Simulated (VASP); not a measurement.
The system is Li.

```
Li
1.0
    -1.75465    1.75465    1.75465
     1.75465   -1.75465    1.75465
     1.75465    1.75465   -1.75465
Li
1
Direct
  0.00000 0.00000 0.00000
```

| Property | Result |
| --- | --- |
| Program | VASP 6.6.1 |
| Task | relaxation of cell and atoms |
| Functional | revPBE |
| Dispersion | D3(BJ) |
| Potentials or basis | VASP PAW PBE potentials, release 64 (Li_sv) |
| Cutoff | 600 eV |
| k mesh | 11 × 11 × 11 |
| Occupations | fermi-dirac, width 0.05 eV |
| Spin | no spin polarisation |

At the start: pressure -2.6 GPa; volume 21.61 Å³/atom.

**Question.** Where does the relaxation end?

**Answer.** Over 6 steps the energy falls by 44.0 meV/atom and the volume is 17.07 Å³/atom (-21.0 %); space group Im-3m (No. 229, to 0.05 Å).

The path:
```
step  energy change (eV)  largest force (eV/Å)  pressure (GPa)  volume (Å³)
   1              0.0000                0.0000           -2.60        21.61
   2             -0.0163                0.0000           -2.23        20.53
   3             -0.0404                0.0000           -0.97        18.21
   4             -0.0081                0.0000            4.50        14.12
   5             -0.0439                0.0000           -0.19        17.27
   6             -0.0440                0.0000            0.01        17.07
```

Final structure:
```
CELL_PARAMETERS angstrom
-1.62196 1.62196 1.62196
1.62196 -1.62196 1.62196
1.62196 1.62196 -1.62196
ATOMIC_POSITIONS crystal
Li 0.00000 0.00000 0.00000
```

The cell as given is a measured one (21.61 Å³/atom); revPBE+D3(BJ) puts the equilibrium volume -21.0 % from it, thermal expansion not counted.

Caveat: the cutoff is under 1.25 times the usual one of these potentials, so pressure, stress and relaxed cells hold a basis-set (Pulay) error; the volume moved by over 15 % at a fixed basis, so the end points are rough; the PAW data sets were made with another functional, which shifts forces and pressure a little; the volume moved by -21 % from the deposited cell, more than functionals usually miss; pairwise dispersion overbinds metals, which lowers pressure and volume.
